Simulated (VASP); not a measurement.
Here is a VASP 6.6.1 calculation.

POSCAR

```
Rb
1.0
   -2.8677202310      2.8677202310      2.8677202310
    2.8677202310     -2.8677202310      2.8677202310
    2.8677202310      2.8677202310     -2.8677202310
Rb
1
Direct
    0.0000000000      0.0000000000      0.0000000000
```

Contents of INCAR.step1:

```
PREC     = Accurate       # precision mode
ENCUT    = 520            # plane-wave cutoff, eV
ISMEAR   = 1              # smearing method
SIGMA    = 0.1            # smearing width, eV
LREAL    = F              # projectors in reciprocal space
LASPH    = T              # aspherical terms in the spheres
NELM     = 100            # most SCF steps
NBANDS   = 10             # bands
GGA      = PE             # functional
ALGO     = Normal         # electronic algorithm
EDIFF    = 1E-4           # SCF threshold, eV
LWAVE    = T              # write WAVECAR
LCHARG   = F              # write CHGCAR
```

INCAR.step2

```
PREC     = Accurate       # precision mode
ENCUT    = 520            # plane-wave cutoff, eV
EDIFF    = 1E-7           # SCF threshold, eV
ISMEAR   = 1              # smearing method
SIGMA    = 0.1            # smearing width, eV
LREAL    = F              # projectors in reciprocal space
LASPH    = T              # aspherical terms in the spheres
NELM     = 100            # most SCF steps
ALGO     = Normal         # electronic algorithm
ISIF     = 2              # what is computed and relaxed
LWAVE    = F              # write WAVECAR
LCHARG   = F              # write CHGCAR
METAGGA  = R2SCAN         # meta-GGA
LMIXTAU  = T            
NBANDS   = 10             # bands
ISTART   = 1
```

The input KPOINTS:

```
regular mesh
0
Gamma
  8 8 8
```

Potentials or basis: VASP PAW PBE potentials, release 64 (Rb_sv).

Launch:

```console
$ cat potpaw_PBE.64/Rb_sv/POTCAR > POTCAR
$ cp INCAR.step1 INCAR
$ mpirun -np 1 vasp_std > vasp.out
$ cp INCAR.step2 INCAR
$ mpirun -np 1 vasp_std > vasp.out
```

(1) Estimate the band gap on the k mesh.

(2) Estimate the pressure.

Answers

(1) zero (an odd number of electrons rules out a gap without spin polarisation).

(2) 0.0 GPa.

Caveat: the PAW data sets were made with another functional, which shifts forces and pressure a little.
